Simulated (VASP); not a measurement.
# Ir (Fm-3m) in VASP: notebook

The runs below take Ir through single point, with r2SCAN.

All numbers are computed with VASP 6.6.1; they aren't measurements. Logs are shortened: lines on timing, memory, paths and dates and some standing lists are left out, and cuts for length are marked.

### 1 The cell of the first run

Symmetry: Fm-3m, No. 225, cubic system. Conventional cell: a = 3.839 Å, b = 3.839 Å, c = 3.839 Å, α = 90.00°, β = 90.00°, γ = 90.00°. Ir (site symmetry m-3m) has 12 Ir at 2.71 Å within 3.6 Å.

### 2 Single point, r2SCAN

The input, POSCAR:

```
Ir
1.0
    0.0000000000      1.9197000000      1.9197000000
    1.9197000000      0.0000000000      1.9197000000
    1.9197000000      1.9197000000      0.0000000000
Ir
1
Direct
    0.0000000000      0.0000000000      0.0000000000
```

The input, INCAR.step1:

```
SYSTEM = Ir
  PREC = Accurate
  ENCUT = 520
  ISMEAR = 0
  SIGMA = 0.15
  LREAL = .FALSE.
  LASPH = .TRUE.
  NELM = 80
  NBANDS = 10
  GGA = PE
  ALGO = Normal
  EDIFF = 1E-4
  LWAVE = .TRUE.
  LCHARG = .FALSE.
```

The input, INCAR.step2:

```
SYSTEM = Ir
  PREC = Accurate
  ENCUT = 520
  EDIFF = 1E-7
  ISMEAR = 0
  SIGMA = 0.15
  LREAL = .FALSE.
  LASPH = .TRUE.
  NELM = 80
  ALGO = Normal
  ISIF = 2
  LWAVE = .FALSE.
  LCHARG = .FALSE.
  METAGGA = R2SCAN
  LMIXTAU = .TRUE.
  NBANDS = 10
  ISTART = 1
```

The input, KPOINTS:

```
regular mesh
0
G
  22 22 22
  0 0 0
```

Potentials or basis: VASP PAW PBE potentials, release 64 (Ir).

The run is started by

```
$ cat potpaw_PBE.64/Ir/POTCAR > POTCAR
$ cp INCAR.step1 INCAR
$ mpirun -np 1 vasp_std > vasp.out
$ cp INCAR.step2 INCAR
$ mpirun -np 1 vasp_std > vasp.out
```

OUTCAR:

```text
SYSTEM = Ir
   PREC = Accurate
   ENCUT = 520
   EDIFF = 1E-7
   ISMEAR = 0
   LREAL = .FALSE.
   LASPH = .TRUE.
   NELM = 80
   ISIF = 2
   METAGGA = R2SCAN
   ISTART = 1

 ion  position               nearest neighbor table
   1  0.000  0.000  0.000-

  LATTYP: Found a face centered cubic cell.
 ALAT       =     3.8394000000

  Lattice vectors:

 A1 = (   0.0000000000,   1.9197000000,   1.9197000000)
 A2 = (   1.9197000000,   0.0000000000,   1.9197000000)
 A3 = (   1.9197000000,   1.9197000000,   0.0000000000)

Analysis of symmetry for initial positions (statically):
=====================================================================
 Subroutine PRICEL returns:
 Original cell was already a primitive cell.

 Routine SETGRP: Setting up the symmetry group for a
 face centered cubic supercell.

 Subroutine GETGRP returns: Found 48 space group operations
 (whereof 48 operations were pure point group operations)
 out of a pool of 48 trial point group operations.

The static configuration has the point symmetry O_h .

Analysis of symmetry for dynamics (positions and initial velocities):
=====================================================================
 Subroutine PRICEL returns:
 Original cell was already a primitive cell.

 Routine SETGRP: Setting up the symmetry group for a
 face centered cubic supercell.

 Subroutine GETGRP returns: Found 48 space group operations
 (whereof 48 operations were pure point group operations)
 out of a pool of 48 trial point group operations.

The dynamic configuration has the point symmetry O_h .

 Subroutine INISYM returns: Found 48 space group operations
 (whereof 48 operations are pure point group operations),
 and found     1 'primitive' translations

----------------------------------------------------------------------------------------

                                     Primitive cell

  volume of cell :      14.1491

  direct lattice vectors                    reciprocal lattice vectors
     0.000000000  1.919700000  1.919700000    -0.260457363  0.260457363  0.260457363
     1.919700000  0.000000000  1.919700000     0.260457363 -0.260457363  0.260457363
     1.919700000  1.919700000  0.000000000     0.260457363  0.260457363 -0.260457363

  length of vectors
     2.714865776  2.714865776  2.714865776     0.451125386  0.451125386  0.451125386

  position of ions in fractional coordinates (direct lattice)
     0.000000000  0.000000000  0.000000000

  ion indices of the primitive-cell ions
   primitive index   ion index
                 1           1

----------------------------------------------------------------------------------------

 KPOINTS: regular mesh

Automatic generation of k-mesh.
 Grid dimensions read from file:
 generate k-points for:   22   22   22

 Generating k-lattice:

  Cartesian coordinates                     Fractional coordinates (reciprocal lattice)
    -0.011838971  0.011838971  0.011838971     0.045454545  0.000000000  0.000000000
     0.011838971 -0.011838971  0.011838971     0.000000000  0.045454545  0.000000000
     0.011838971  0.011838971 -0.011838971     0.000000000  0.000000000  0.045454545

  Length of vectors
     0.020505699  0.020505699  0.020505699

  Shift w.r.t. Gamma in fractional coordinates (k-lattice)
     0.000000000  0.000000000  0.000000000

 Subroutine IBZKPT returns following result:
 ===========================================

 Found    328 irreducible k-points:

 Following reciprocal coordinates:
            Coordinates               Weight
  0.000000  0.000000  0.000000      1.000000
  0.045455  0.000000  0.000000      8.000000
  0.090909  0.000000  0.000000      8.000000
  0.136364  0.000000  0.000000      8.000000
  0.181818  0.000000  0.000000      8.000000
  0.227273  0.000000  0.000000      8.000000
[... 16 lines left out ...]
  0.500000  0.045455  0.000000     24.000000
 -0.454545  0.045455  0.000000     24.000000
 [... further k-points ...]
   k-points           NKPTS =    328   k-points in BZ     NKDIM =    328   number of bands    NBANDS=     10
   number of dos      NEDOS =    301   number of ions     NIONS =      1
   total plane-waves  NPLWV =   8000
   dimension x,y,z NGX =    20 NGY =   20 NGZ =   20
   dimension x,y,z NGXF=    40 NGYF=   40 NGZF=   40
   ions per type =               1
   NGX,Y,Z   is equivalent  to a cutoff of  12.25, 12.25, 12.25 a.u.
   NGXF,Y,Z  is equivalent  to a cutoff of  24.49, 24.49, 24.49 a.u.
 SYSTEM =  Ir
   PREC   = accura    normal or accurate (medium, high low for compatibility)
   ISTART =      1    job   : 0-new  1-cont  2-samecut
   ICHARG =      0    charge: 1-file 2-atom 10-const
   ISPIN  =      1    spin polarized calculation?
   LNONCOLLINEAR =      F non collinear calculations
   LSORBIT =      F    spin-orbit coupling
   LASPH  =      T    aspherical Exc in radial PAW
   ENCUT  =  520.0 eV  38.22 Ry    6.18 a.u.   5.05  5.05  5.05*2*pi/ulx,y,z
   NELM   =     80;   NELMIN=  2; NELMDL=  0     # of ELM steps
   EDIFF  = 0.1E-06   stopping-criterion for ELM
   LREAL  =      F    real-space projection
   EDIFFG = 0.1E-05   stopping-criterion for IOM
   NSW    =      0    number of steps for IOM
   IBRION =     -1    ionic relax: 0-MD 1-quasi-New 2-CG
   NFREE  =      0    steps in history (QN), initial steepest desc. (CG)
   ISIF   =      2    stress and relaxation
   ISYM   =      2    0-nonsym 1-usesym 2-fastsym
   POTIM  = 0.5000    time-step for ionic-motion
   TEBEG  =    0.0;   TEEND  =   0.0 temperature during run
   PSTRESS=    0.0 pullay stress
   NELECT =       9.0000    total number of electrons
   NUPDOWN=      -1.0000    fix difference up-down
   EMIN   =  10.00;   EMAX   =-10.00  energy-range for DOS
   EFERMI =   0.00;   METHOD = LEGACY
   ISMEAR =     0;   SIGMA  =   0.15  broadening in eV -4-tet -1-fermi 0-gaus
   EFERMI_NEDOS =   21; number of points for ismear=-14 and -15
   IALGO  =     38    algorithm
   IMIX   =      4    mixing-type and parameters
     AMIX     =   0.40;   BMIX     =  1.00
     AMIX_MAG =   1.60;   BMIX_MAG =  1.00
  volume/ion in A,a.u.               =      14.15        95.48
  Fermi-wavevector in a.u.,A,eV,Ry     =   1.407923  2.660589 26.970118  1.982248
  Thomas-Fermi vector in A             =   2.530133
   LORBIT       =      0    0 simple, 1 ext, 2 COOP (PROOUT), +10 PAW based schemes
   METAGGA = R2SCAN    functional components
   LHFCALC =     F    Hartree Fock is set to
   AEXX    =    0.0000 exact exchange contribution
   IVDW    =     0    specifies the selected vdW correction
   LEPSILON=     F    determine dielectric tensor
   LRPA    =     F    only Hartree local field effects (RPA)
 non-spin polarized calculation
 Gauss-broadening in eV      SIGMA  =   0.15
  energy-cutoff  :      520.00
  volume of cell :       14.15
 maximum number of plane-waves:       392
   NGX =  9   NGY =  9   NGZ =  9

 number of electron       9.0000000 magnetization

 Free energy of the ion-electron system (eV)
  ---------------------------------------------------
  ext. energy  EPLUGINS =         0.00000000
  ---------------------------------------------------
  free energy    TOTEN  =       -52.36649724 eV

  energy without entropy =      -52.35445142  energy(sigma->0) =      -52.36047433

 E-fermi :  10.1506     XC(G=0): -15.3274

 val. band max:       10.1487521223   @ k =   0.4091   0.4091   0.0000
 cond. band min:      10.1538588299   @ k =   0.3182   0.1364   0.0000
 fundamental gap:      0.0051067076
 Fermi energy:        10.1505834158

 k-point     1 :       0.0000    0.0000    0.0000
  band No.  band energies     occupation
      1      -1.3533      2.00000
      2       6.1756      2.00000
      3       6.1756      2.00000
      4       6.1756      2.00000
      5       8.8869      2.00000
      6       8.8869      2.00000
      7      25.2766      0.00000
      8      31.1409      0.00000
      9      31.1409      0.00000
     10      31.1409      0.00000

 k-point     2 :       0.0455    0.0000    0.0000
  band No.  band energies     occupation
      1      -1.2568      2.00000
      2       6.1228      2.00000
      3       6.2179      2.00000
      4       6.2179      2.00000
      5       8.8594      2.00000
      6       8.8594      2.00000
      7      25.4426      0.00000
      8      30.6197      0.00000
      9      31.2969      0.00000
     10      31.2969      0.00000

 k-point     3 :       0.0909    0.0000    0.0000
  band No.  band energies     occupation
      1      -0.9739      2.00000
      2       5.9798      2.00000
      3       6.3343      2.00000
      4       6.3343      2.00000
      5       8.7919      2.00000
      6       8.7919      2.00000
      7      25.9131      0.00000
      8      29.4766      0.00000
      9      31.7547      0.00000
     10      31.7547      0.00000

 k-point     4 :       0.1364    0.0000    0.0000
  band No.  band energies     occupation
      1      -0.5259      2.00000
      2       5.7906      2.00000
      3       6.4886      2.00000
      4       6.4886      2.00000
      5       8.7314      2.00000
      6       8.7314      2.00000
      7      26.5934      0.00000
      8      28.1709      0.00000
      9      32.4849      0.00000
     10      32.4849      0.00000
[... 222 lines left out ...]
 k-point    22 :       0.4545    0.0455    0.0000
  band No.  band energies     occupation
      1       1.8489      2.00000
      2       5.9861      2.00000
      3       6.1541      2.00000
      4       8.4900      2.00000
      5      11.0425      0.00000
      6      11.1885      0.00000
      7      18.6326      0.00000
      8      25.2723      0.00000
      9      31.0485      0.00000
     10      31.4674      0.00000

 k-point    23 :       0.5000    0.0455    0.0000
  band No.  band energies     occupation
      1       1.8416      2.00000
      2       5.9449      2.00000
      3       6.0958      2.00000
      4       8.9964      2.00000
      5      11.1159      0.00000
      6      11.5602      0.00000
      7      17.8533      0.00000
      8      25.0786      0.00000
      9      30.8707      0.00000
     10      30.8907      0.00000

 k-point    24 :      -0.4545    0.0455    0.0000
  band No.  band energies     occupation
      1       1.8443      2.00000
      2       5.9656      2.00000
      3       6.0949      2.00000
      4       8.9097      2.00000
      5      10.9739      0.00000
      6      11.5826      0.00000
      7      18.0243      0.00000
      8      25.1177      0.00000
      9      30.7203      0.00000
     10      31.2021      0.00000

 [... further k-points ...]
[... 5 lines left out ...]
  --------------------------------------------------------------------------------------
  -------------------------------------------------------------------------------------
  Total        0.3636466      0.3636466      0.3636466      0.0000000      0.0000000      0.0000000
  in kB       41.1775039     41.1775039     41.1775039      0.0000000      0.0000000      0.0000000
  external PRESSURE =      41.1775039 kB  Pullay stress =       0.0000000 kB

 VOLUME and BASIS-vectors are now :
 -----------------------------------------------------------------------------
  energy-cutoff  :      520.00
  volume of cell :       14.15
      direct lattice vectors                 reciprocal lattice vectors
     0.000000000  1.919700000  1.919700000    -0.260457363  0.260457363  0.260457363
     1.919700000  0.000000000  1.919700000     0.260457363 -0.260457363  0.260457363
     1.919700000  1.919700000  0.000000000     0.260457363  0.260457363 -0.260457363

 POSITION                                       TOTAL-FORCE (eV/Angst)
 -----------------------------------------------------------------------------------
      0.00000      0.00000      0.00000         0.000000     -0.000000     -0.000000
 -----------------------------------------------------------------------------------
    total drift:                                0.000000      0.000000     -0.000000

  FREE ENERGIE OF THE ION-ELECTRON SYSTEM (eV)
  ---------------------------------------------------
  free  energy   TOTEN  =       -52.3664972449 eV

  energy  without entropy=      -52.3544514201  energy(sigma->0) =      -52.36047433
```

Wall time 1.8 min (1 thread of Intel Xeon Platinum 8375C at 2.90GHz (Ice Lake), shared host); peak memory 0.17 GiB.

What came out:

```yaml
Free_energy: -52.3665 eV
Pressure: 4.1 GPa
```

Caveat: the PAW data sets were made with another functional, which shifts forces and pressure a little; spin-orbit coupling is left out, which moves the levels of the heavy elements.

### 3 Single point, r2SCAN

POSCAR is that of step 2.

The input, INCAR.step1:

```
  PREC = Accurate
  ENCUT = 520
  ISMEAR = 0
  SIGMA = 0.15
  LREAL = F
  LASPH = T
  NELM = 60
  NBANDS = 10
  GGA = PE
  ALGO = Normal
  EDIFF = 1E-4
  LWAVE = T
  LCHARG = F
```

The input, INCAR.step2:

```
  PREC = Accurate
  ENCUT = 520
  EDIFF = 1E-6
  ISMEAR = 0
  SIGMA = 0.15
  LREAL = F
  LASPH = T
  NELM = 60
  ALGO = Normal
  ISIF = 2
  LWAVE = F
  LCHARG = F
  METAGGA = R2SCAN
  LMIXTAU = T
  NBANDS = 10
  ISTART = 1
```

The input, KPOINTS:

```
Automatic mesh
0
Gamma
  24 24 24
```

Potentials or basis: VASP PAW PBE potentials, release 64 (Ir).

The run is started by

```
$ cat potpaw_PBE.64/Ir/POTCAR > POTCAR
$ cp INCAR.step1 INCAR
$ mpirun -np 1 vasp_std > vasp.out
$ cp INCAR.step2 INCAR
$ mpirun -np 1 vasp_std > vasp.out
```

It took 2.2 min on 1 thread of Intel Xeon Platinum 8375C at 2.90GHz (Ice Lake), shared host; peak memory 0.18 GiB.

Results (log left out):

| Quantity | Value |
| --- | --- |
| Free energy | -52.3694 eV |
| Pressure | 4.1 GPa |

Levels at points of the mesh, in eV from the Fermi level:
```tsv
k point	band 1	band 2	band 3	band 4	band 5	band 6	band 7	band 8
(0.00, 0.00, 0.00)	-11.54	-4.01	-4.01	-4.01	-1.29	-1.29	15.09	20.96
(0.50, 0.00, 0.00)	-8.42	-4.16	-4.16	-0.71	0.93	0.93	7.66	14.72
(0.50, 0.50, 0.00)	-8.22	-7.63	0.84	1.56	1.56	1.78	11.07	12.32
```

Caveat: the PAW data sets were made with another functional, which shifts forces and pressure a little; spin-orbit coupling is left out, which moves the levels of the heavy elements.

### 4 Single point, r2SCAN

POSCAR is that of step 3.

The input, INCAR.step1:

```
SYSTEM = Ir
  PREC = Accurate
  ENCUT = 550
  ISMEAR = 0
  SIGMA = 0.15
  LREAL = .FALSE.
  LASPH = .TRUE.
  NELM = 120
  NBANDS = 14
  GGA = PE
  ALGO = Normal
  EDIFF = 1E-5
  LWAVE = .TRUE.
  LCHARG = .FALSE.
  GGA_COMPAT = .FALSE.
```

The input, INCAR.step2:

```
SYSTEM = Ir
  PREC = Accurate
  ENCUT = 550
  EDIFF = 1E-6
  ISMEAR = 0
  SIGMA = 0.15
  LREAL = .FALSE.
  LASPH = .TRUE.
  NELM = 120
  ALGO = Normal
  ISIF = 2
  LWAVE = .FALSE.
  LCHARG = .FALSE.
  METAGGA = R2SCAN
  LMIXTAU = .TRUE.
  NBANDS = 14
  ISTART = 1
  GGA_COMPAT = .FALSE.
```

The input, KPOINTS:

```
regular mesh
0
G
  22 22 22
  0 0 0
```

Potentials or basis: VASP PAW PBE potentials, release 64 (Ir_sv_GW).

The run is started by

```
$ cat potpaw_PBE.64/Ir_sv_GW/POTCAR > POTCAR
$ cp INCAR.step1 INCAR
$ mpirun -np 1 vasp_std > vasp.out
$ cp INCAR.step2 INCAR
$ mpirun -np 1 vasp_std > vasp.out
```

Wall time 98 s (1 thread of Intel Xeon 6975P-C (Granite Rapids), shared host); peak memory 0.21 GiB.

It converged, with:

```
Free energy : -52.9053 eV
Pressure    : -0.6 GPa
```

Levels at points of the mesh, in eV from the Fermi level:
| k point | band 4 | band 5 | band 6 | band 7 | band 8 | band 9 | band 10 | band 11 | band 12 | band 13 |
| --- | --- | --- | --- | --- | --- | --- | --- | --- | --- | --- |
| (0.00, 0.00, 0.00) | -50.82 | -11.47 | -3.97 | -3.97 | -3.97 | -1.26 | -1.26 | 14.30 | 20.09 | 20.09 |
| (0.50, 0.00, 0.00) | -50.94 | -8.37 | -4.12 | -4.12 | -0.67 | 0.97 | 0.97 | 7.73 | 14.05 | 20.06 |
| (0.50, 0.50, 0.00) | -51.13 | -8.16 | -7.58 | 0.87 | 1.61 | 1.61 | 1.79 | 11.16 | 12.09 | 12.09 |

Caveat: the PAW data sets were made with another functional, which shifts forces and pressure a little; spin-orbit coupling is left out, which moves the levels of the heavy elements.

### 5 Single point, r2SCAN

POSCAR is that of step 4.

The input, INCAR.step1:

```
  PREC = Accurate
  ENCUT = 550
  ISMEAR = 0
  SIGMA = 0.15
  LREAL = F
  LASPH = T
  NELM = 120
  NBANDS = 14
  GGA = PE
  ALGO = Normal
  EDIFF = 1E-5
  LWAVE = T
  LCHARG = F
  GGA_COMPAT = F
```

The input, INCAR.step2:

```
  PREC = Accurate
  ENCUT = 550
  EDIFF = 1E-6
  ISMEAR = 0
  SIGMA = 0.15
  LREAL = F
  LASPH = T
  NELM = 120
  ALGO = Normal
  ISIF = 2
  LWAVE = F
  LCHARG = F
  METAGGA = R2SCAN
  LMIXTAU = T
  NBANDS = 14
  ISTART = 1
  GGA_COMPAT = F
```

The input, KPOINTS:

```
Automatic mesh
0
Gamma
  24 24 24
```

The run is started by

```
$ cat potpaw_PBE.64/Ir_sv_GW/POTCAR > POTCAR
$ cp INCAR.step1 INCAR
$ mpirun -np 1 vasp_std > vasp.out
$ cp INCAR.step2 INCAR
$ mpirun -np 1 vasp_std > vasp.out
```

Wall time 1.8 min (1 thread of Intel Xeon 6975P-C (Granite Rapids), shared host); peak memory 0.22 GiB.

Results (log left out):

| Item | Value |
| --- | --- |
| Free energy | -52.9082 eV |
| Pressure | -0.7 GPa |

Levels at points of the mesh, in eV from the Fermi level:
```csv
k point,band 4,band 5,band 6,band 7,band 8,band 9,band 10,band 11,band 12,band 13
"(0.00, 0.00, 0.00)",-50.85,-11.50,-4.00,-4.00,-4.00,-1.29,-1.29,14.26,20.06,20.06
"(0.50, 0.00, 0.00)",-50.97,-8.40,-4.15,-4.15,-0.70,0.94,0.94,7.70,14.02,20.03
"(0.50, 0.50, 0.00)",-51.16,-8.19,-7.61,0.85,1.58,1.58,1.76,11.13,12.06,12.06
```

Caveat: the PAW data sets were made with another functional, which shifts forces and pressure a little; spin-orbit coupling is left out, which moves the levels of the heavy elements.

### 6 Summary

| potentials or basis | k mesh | cutoff (eV) | second run | gap on the mesh (eV) | pressure (GPa) |
| --- | --- | --- | --- | --- | --- |
| VASP PAW PBE potentials, release 64 (Ir) | 22 × 22 × 22 | 520 | - | none | 4.1 |
| VASP PAW PBE potentials, release 64 (Ir) | 24 × 24 × 24 | 520 | - | none | 4.1 |
| VASP PAW PBE potentials, release 64 (Ir_sv_GW) | 22 × 22 × 22 | 550 | valence_matched | none | -0.6 |
| VASP PAW PBE potentials, release 64 (Ir_sv_GW) | 24 × 24 × 24 | 550 | valence_matched | none | -0.7 |

Alike in all rows: task single point; level r2SCAN; no spin polarisation; cell as given; smearing gaussian 0.15 eV.

Caveats: the PAW data sets were made with another functional, which shifts forces and pressure a little; spin-orbit coupling is left out, which moves the levels of the heavy elements.

Absolute energies hang on the potentials; compare differences alone.
